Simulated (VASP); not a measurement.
# Sn (Fd-3m) in VASP: settings compared

Sn is run at these levels: PBEsol, PBE; tasks: single point.

Everything below comes from runs of VASP 6.6.1. Logs are shortened: lines on timing, memory, paths and dates and some standing lists are left out, and cuts for length are marked.

## (1) The cell of the first run

The structure is cubic, space group Fd-3m (No. 227). Conventional cell: a = 6.491 Å, b = 6.491 Å, c = 6.491 Å, α = 90.00°, β = 90.00°, γ = 90.00°. Within 3.7 Å of Sn (site symmetry -43m) lie 4 Sn at 2.81 Å.

This isn't the form of Sn at room conditions, which is tetragonal (white tin).

## (2) Single point, PBEsol

INCAR reads:

```
  PREC = Accurate
  ENCUT = 520
  EDIFF = 1E-6
  ISMEAR = -1
  SIGMA = 0.03
  LREAL = F
  LASPH = T
  NELM = 80
  ALGO = Normal
  ISIF = 2
  LWAVE = F
  LCHARG = F
  GGA = PS
  NBANDS = 21
```

KPOINTS reads:

```
Automatic mesh
0
Gamma
  9 9 9
```

POSCAR reads:

```
Sn
1.0
    0.0000000000      3.2456000000      3.2456000000
    3.2456000000      0.0000000000      3.2456000000
    3.2456000000      3.2456000000      0.0000000000
Sn
2
Direct
    0.5000000000      0.5000000000      0.5000000000
    0.7500000000      0.7500000000      0.7500000000
```

Potentials or basis: VASP PAW PBE potentials, release 64 (Sn_d).

Command:

```console
cat potpaw_PBE.64/Sn_d/POTCAR > POTCAR
mpirun -np 1 vasp_std > vasp.out
```

OUTCAR:

```text
PREC = Accurate
   ENCUT = 520
   EDIFF = 1E-6
   ISMEAR = -1
   LREAL = F
   LASPH = T
   NELM = 80
   ISIF = 2
   GGA = PS

 ion  position               nearest neighbor table
   1  0.500  0.500  0.500-   2 2.81   2 2.81   2 2.81   2 2.81
   2  0.750  0.750  0.750-   1 2.81   1 2.81   1 2.81   1 2.81

  LATTYP: Found a face centered cubic cell.
 ALAT       =     6.4912000000

  Lattice vectors:

 A1 = (   0.0000000000,   3.2456000000,   3.2456000000)
 A2 = (   3.2456000000,   0.0000000000,   3.2456000000)
 A3 = (   3.2456000000,   3.2456000000,   0.0000000000)

Analysis of symmetry for initial positions (statically):
=====================================================================
 Subroutine PRICEL returns:
 Original cell was already a primitive cell.

 Routine SETGRP: Setting up the symmetry group for a
 face centered cubic supercell.

 Subroutine GETGRP returns: Found 48 space group operations
 (whereof 24 operations were pure point group operations)
 out of a pool of 48 trial point group operations.

The static configuration has the point symmetry T_d .
 The point group associated with its full space group is O_h .

Analysis of symmetry for dynamics (positions and initial velocities):
=====================================================================
 Subroutine PRICEL returns:
 Original cell was already a primitive cell.

 Routine SETGRP: Setting up the symmetry group for a
 face centered cubic supercell.

 Subroutine GETGRP returns: Found 48 space group operations
 (whereof 24 operations were pure point group operations)
 out of a pool of 48 trial point group operations.

The dynamic configuration has the point symmetry T_d .
 The point group associated with its full space group is O_h .

 Subroutine INISYM returns: Found 48 space group operations
 (whereof 24 operations are pure point group operations),
 and found     1 'primitive' translations

----------------------------------------------------------------------------------------

                                     Primitive cell

  volume of cell :      68.3778

  direct lattice vectors                    reciprocal lattice vectors
     0.000000000  3.245600000  3.245600000    -0.154054720  0.154054720  0.154054720
     3.245600000  0.000000000  3.245600000     0.154054720 -0.154054720  0.154054720
     3.245600000  3.245600000  0.000000000     0.154054720  0.154054720 -0.154054720

  length of vectors
     4.589971538  4.589971538  4.589971538     0.266830603  0.266830603  0.266830603

  position of ions in fractional coordinates (direct lattice)
     0.500000000  0.500000000  0.500000000
     0.750000000  0.750000000  0.750000000

  ion indices of the primitive-cell ions
   primitive index   ion index
                 1           1
                 2           2

----------------------------------------------------------------------------------------

 KPOINTS: Automatic mesh

Automatic generation of k-mesh.
 Grid dimensions read from file:
 generate k-points for:    9    9    9

 Generating k-lattice:

  Cartesian coordinates                     Fractional coordinates (reciprocal lattice)
    -0.017117191  0.017117191  0.017117191     0.111111111  0.000000000  0.000000000
     0.017117191 -0.017117191  0.017117191     0.000000000  0.111111111  0.000000000
     0.017117191  0.017117191 -0.017117191     0.000000000  0.000000000  0.111111111

  Length of vectors
     0.029647845  0.029647845  0.029647845

  Shift w.r.t. Gamma in fractional coordinates (k-lattice)
     0.000000000  0.000000000  0.000000000

 Subroutine IBZKPT returns following result:
 ===========================================

 Found     35 irreducible k-points:

 Following reciprocal coordinates:
            Coordinates               Weight
  0.000000  0.000000  0.000000      1.000000
  0.111111  0.000000  0.000000      8.000000
  0.222222  0.000000  0.000000      8.000000
  0.333333  0.000000  0.000000      8.000000
  0.444444  0.000000  0.000000      8.000000
  0.111111  0.111111  0.000000      6.000000
[... 16 lines left out ...]
 -0.333333  0.333333  0.000000     12.000000
  0.444444  0.444444  0.000000      6.000000
 [... further k-points ...]
   k-points           NKPTS =     35   k-points in BZ     NKDIM =     35   number of bands    NBANDS=     21
   number of dos      NEDOS =    301   number of ions     NIONS =      2
   total plane-waves  NPLWV =  46656
   dimension x,y,z NGX =    36 NGY =   36 NGZ =   36
   dimension x,y,z NGXF=    72 NGYF=   72 NGZF=   72
   ions per type =               2
   NGX,Y,Z   is equivalent  to a cutoff of  13.04, 13.04, 13.04 a.u.
   NGXF,Y,Z  is equivalent  to a cutoff of  26.08, 26.08, 26.08 a.u.
 SYSTEM =  unknown system
   PREC   = accura    normal or accurate (medium, high low for compatibility)
   ISTART =      0    job   : 0-new  1-cont  2-samecut
   ICHARG =      2    charge: 1-file 2-atom 10-const
   ISPIN  =      1    spin polarized calculation?
   LNONCOLLINEAR =      F non collinear calculations
   LSORBIT =      F    spin-orbit coupling
   LASPH  =      T    aspherical Exc in radial PAW
   ENCUT  =  520.0 eV  38.22 Ry    6.18 a.u.   8.53  8.53  8.53*2*pi/ulx,y,z
   NELM   =     80;   NELMIN=  2; NELMDL= -5     # of ELM steps
   EDIFF  = 0.1E-05   stopping-criterion for ELM
   LREAL  =      F    real-space projection
   EDIFFG = 0.1E-04   stopping-criterion for IOM
   NSW    =      0    number of steps for IOM
   IBRION =     -1    ionic relax: 0-MD 1-quasi-New 2-CG
   NFREE  =      0    steps in history (QN), initial steepest desc. (CG)
   ISIF   =      2    stress and relaxation
   ISYM   =      2    0-nonsym 1-usesym 2-fastsym
   POTIM  = 0.5000    time-step for ionic-motion
   TEBEG  =    0.0;   TEEND  =   0.0 temperature during run
   PSTRESS=    0.0 pullay stress
   NELECT =      28.0000    total number of electrons
   NUPDOWN=      -1.0000    fix difference up-down
   EMIN   =  10.00;   EMAX   =-10.00  energy-range for DOS
   EFERMI =   0.00;   METHOD = LEGACY
   ISMEAR =    -1;   SIGMA  =   0.03  broadening in eV -4-tet -1-fermi 0-gaus
   EFERMI_NEDOS =   21; number of points for ismear=-14 and -15
   IALGO  =     38    algorithm
   IMIX   =      4    mixing-type and parameters
     AMIX     =   0.40;   BMIX     =  1.00
     AMIX_MAG =   1.60;   BMIX_MAG =  1.00
  volume/ion in A,a.u.               =      34.19       230.72
  Fermi-wavevector in a.u.,A,eV,Ry     =   1.215689  2.297319 20.108049  1.477900
  Thomas-Fermi vector in A             =   2.351068
   LORBIT       =      0    0 simple, 1 ext, 2 COOP (PROOUT), +10 PAW based schemes
   GGA     = PS    functional components
   LHFCALC =     F    Hartree Fock is set to
   AEXX    =    0.0000 exact exchange contribution
   IVDW    =     0    specifies the selected vdW correction
   LEPSILON=     F    determine dielectric tensor
   LRPA    =     F    only Hartree local field effects (RPA)
 non-spin polarized calculation
  energy-cutoff  :      520.00
  volume of cell :       68.38
 maximum number of plane-waves:      1856
 NGX is ok and might be reduce to    36
   NGX = 17   NGY = 17   NGZ = 17

 number of electron      28.0000001 magnetization

 Free energy of the ion-electron system (eV)
  ---------------------------------------------------
  ext. energy  EPLUGINS =         0.00000000
  ---------------------------------------------------
  free energy    TOTEN  =        -8.45648959 eV

  energy without entropy =       -8.45567689  energy(sigma->0) =       -8.45608324

 E-fermi :   5.4216     XC(G=0):  -9.0617

 val. band max:        5.3336132214   @ k =   0.1111   0.0000   0.0000
 cond. band min:       5.4373470635   @ k =   0.4444   0.0000   0.0000
 fundamental gap:      0.1037338421
 Fermi energy:         5.4215943152

 k-point     1 :       0.0000    0.0000    0.0000
  band No.  band energies     occupation
      1     -16.1159      2.00000
      2     -16.1159      2.00000
      3     -16.1159      2.00000
      4     -16.0555      2.00000
      5     -16.0555      2.00000
      6     -15.7444      2.00000
[... 13 lines left out ...]
     20      13.4503      0.00000
     21      13.4503      0.00000

 k-point     2 :       0.1111    0.0000    0.0000
  band No.  band energies     occupation
      1     -16.1249      2.00000
      2     -16.1249      2.00000
      3     -16.1129      2.00000
      4     -16.0430      2.00000
      5     -16.0430      2.00000
      6     -15.7637      2.00000
[... 13 lines left out ...]
     20      12.6204      0.00000
     21      12.6204      0.00000

 k-point     3 :       0.2222    0.0000    0.0000
  band No.  band energies     occupation
      1     -16.1387      2.00000
      2     -16.1387      2.00000
      3     -16.1051      2.00000
      4     -16.0207      2.00000
      5     -16.0207      2.00000
      6     -15.7844      2.00000
[... 13 lines left out ...]
     20      12.2821      0.00000
     21      12.2821      0.00000

 k-point     4 :       0.3333    0.0000    0.0000
  band No.  band energies     occupation
      1     -16.1479      2.00000
      2     -16.1479      2.00000
      3     -16.0959      2.00000
      4     -16.0035      2.00000
      5     -16.0035      2.00000
      6     -15.7982      2.00000
[... 13 lines left out ...]
     20      12.7793      0.00000
     21      12.7793      0.00000

 k-point     5 :       0.4444    0.0000    0.0000
  band No.  band energies     occupation
      1     -16.1518      2.00000
      2     -16.1518      2.00000
      3     -16.0896      2.00000
      4     -15.9955      2.00000
      5     -15.9955      2.00000
      6     -15.8039      2.00000
[... 13 lines left out ...]
     20      13.8819      0.00000
     21      13.8819      0.00000
[... 382 lines left out ...]
     20      14.7999      0.00000
     21      15.2412      0.00000

 k-point    22 :      -0.4444    0.3333    0.0000
  band No.  band energies     occupation
      1     -16.1863      2.00000
      2     -16.1665      2.00000
      3     -16.0385      2.00000
      4     -15.9498      2.00000
      5     -15.9254      2.00000
      6     -15.8868      2.00000
[... 13 lines left out ...]
     20      14.0189      0.00000
     21      15.7377      0.00000

 k-point    23 :      -0.3333    0.3333    0.0000
  band No.  band energies     occupation
      1     -16.1908      2.00000
      2     -16.1675      2.00000
      3     -16.0312      2.00000
      4     -15.9306      2.00000
      5     -15.9224      2.00000
      6     -15.9013      2.00000
[... 13 lines left out ...]
     20      12.8131      0.00000
     21      16.0600      0.00000

 k-point    24 :       0.4444    0.4444    0.0000
  band No.  band energies     occupation
      1     -16.1660      2.00000
      2     -16.1660      2.00000
      3     -16.0595      2.00000
      4     -16.0001      2.00000
      5     -15.9212      2.00000
      6     -15.8656      2.00000
[... 13 lines left out ...]
     20      15.2877      0.00000
     21      15.6634      0.00000

 [... further k-points ...]

------------------------ aborting loop because EDIFF is reached ----------------------------------------

  FORCE on cell =-STRESS in cart. coord.  units (eV):
  Direction    XX          YY          ZZ          XY          YZ          ZX
  --------------------------------------------------------------------------------------
  -------------------------------------------------------------------------------------
  Total        0.3875729      0.3875729      0.3875729      0.0000000      0.0000000      0.0000000
  in kB        9.0813214      9.0813214      9.0813214      0.0000000      0.0000000      0.0000000
  external PRESSURE =       9.0813214 kB  Pullay stress =       0.0000000 kB

 VOLUME and BASIS-vectors are now :
 -----------------------------------------------------------------------------
  energy-cutoff  :      520.00
  volume of cell :       68.38
      direct lattice vectors                 reciprocal lattice vectors
     0.000000000  3.245600000  3.245600000    -0.154054720  0.154054720  0.154054720
     3.245600000  0.000000000  3.245600000     0.154054720 -0.154054720  0.154054720
     3.245600000  3.245600000  0.000000000     0.154054720  0.154054720 -0.154054720

 POSITION                                       TOTAL-FORCE (eV/Angst)
 -----------------------------------------------------------------------------------
      3.24560      3.24560      3.24560        -0.000000      0.000000      0.000000
      4.86840      4.86840      4.86840         0.000000     -0.000000     -0.000000
 -----------------------------------------------------------------------------------
    total drift:                                0.000000      0.000000      0.000000

  FREE ENERGIE OF THE ION-ELECTRON SYSTEM (eV)
  ---------------------------------------------------
  free  energy   TOTEN  =        -8.4564895936 eV

  energy  without entropy=       -8.4556768921  energy(sigma->0) =       -8.45608324
```

It took 70 s on 1 thread of Intel Xeon 8259CL, shared host; peak memory 0.22 GiB.

What came out:

```yaml
Free_energy: -8.4565 eV
Pressure: 0.9 GPa
Band_gap_on_the_k_mesh: zero (bands 14 and 15 overlap by 0.13 eV)
```

Levels at points of the mesh, in eV from the Fermi level:
| k point | band 10 | band 11 | band 12 | band 13 | band 14 | band 15 | band 16 | band 17 | band 18 | band 19 |
| --- | --- | --- | --- | --- | --- | --- | --- | --- | --- | --- |
| (0.00, 0.00, 0.00) | -21.16 | -10.57 | -0.64 | 0.15 | 0.15 | 0.15 | 2.21 | 2.21 | 2.21 | 4.92 |

Caveat: the PAW data sets were made with another functional, which shifts forces and pressure a little; spin-orbit coupling is left out, which moves the levels of the heavy elements.

## (3) Single point, PBE, non-collinear spin, zero start, spin-orbit coupling

INCAR reads:

```
ALGO = Normal
EDIFF = 1E-6
ENCUT = 520
GGA = PE
GGA_COMPAT = False
ISIF = 2
ISMEAR = -1
LASPH = True
LCHARG = False
LORBIT = 11
LORBMOM = True
LREAL = False
LSORBIT = True
LWAVE = False
MAGMOM = 0 0 0 0 0 0
NBANDS = 40
NELM = 150
PREC = Accurate
SIGMA = 0.03
```

KPOINTS reads:

```
k-points
0
Gamma
  9 9 9
```

POSCAR is that of step 2.

Potentials or basis: VASP PAW PBE potentials, release 64 (Sn_d).

Command:

```console
cat potpaw_PBE.64/Sn_d/POTCAR > POTCAR
mpirun -np 1 vasp_ncl > vasp.out
```

Wall time 3.7 min (1 thread of Intel Xeon 8259CL, shared host); peak memory 0.44 GiB.

Results (log left out):

```yaml
Free_energy: -7.7535 eV
Pressure: 3.2 GPa
Net_moment: 0.00 μB per cell
Valence_electrons_inside_the_program's_atomic_spheres: Sn 12.35
```

Moments on the atoms (μB; x, y, z):
```
Sn  0.00 0.00 0.00
Sn  0.00 0.00 0.00
```

Caveat: the cell stands under pressure.
